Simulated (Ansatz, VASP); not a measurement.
**Two plane-wave programs on V**

File INCAR:

```
SYSTEM = V
PREC = Accurate
ENCUT = 600
EDIFF = 1E-7
ISMEAR = 0
SIGMA = 0.1
LREAL = .False.
LASPH = .True.
NELM = 60
ALGO = Normal
ISIF = 3
LWAVE = .False.
LCHARG = .False.
GGA = PS
IBRION = 2
NSW = 100
EDIFFG = -0.05
```

Contents of KPOINTS:

```
regular mesh
0
Gamma
  10 10 10
  0 0 0
```

The input POSCAR:

```
V
1.0
   -1.5129450000      1.5129450000      1.5129450000
    1.5129450000     -1.5129450000      1.5129450000
    1.5129450000      1.5129450000     -1.5129450000
V
1
Direct
    0.0000000000      0.0000000000      0.0000000000
```

Input for Ansatz:

```yaml
crystal:
  lattice:
    - [-1.512945, 1.512945, 1.512945]
    - [1.512945, -1.512945, 1.512945]
    - [1.512945, 1.512945, -1.512945]
  atoms:
    - { symbol: V, position: [0.0, 0.0, 0.0] }
basis:
  ecutwfc: 420
kpoints:
  mp_grid: { grid: [10, 10, 10] }
hamiltonian:
  xc: pbesol
  pseudopotentials: { kind: paw, azcp: { folder: soft_1 } }
scf:
  occupations: { method: gaussian, width: 0.1 }
output:
  forces: true
  stress: true
  eigenvalues: true
relax:
  adjacent_minimum: "off"
  f_tol: 0.05
  max_steps: 80
  cell: { stress_tol: 0.5 }
```

Alike in both runs: task relaxation of cell and atoms; functional PBEsol; k mesh 10 × 10 × 10; occupations gaussian, width 0.1 eV; no spin polarisation.

|  | VASP | Ansatz |
| --- | --- | --- |
| version | VASP 6.6.1 | Ansatz 0.2.0 |
| potentials or method | VASP PAW PBE potentials, release 64 (V_sv), cutoff 600 eV | scalar-relativistic, plane waves, PAW |
| valence electrons in the cell | 13 | 13 |

```csv
,VASP,Ansatz,Ansatz less VASP
"gap on the k mesh at the Fermi level, each at its own relaxed structure (eV)",none,none,-
relaxed volume (Å³/atom),13.05,13.05,-0.004
relaxed cell length with the largest relative difference (Å),2.569,2.569,-0.0003
```

VASP's potentials were made for PBE, not for PBEsol, and Ansatz warns of the same on its side. A gap of «none» marks a metal or a gap that the smearing closes.
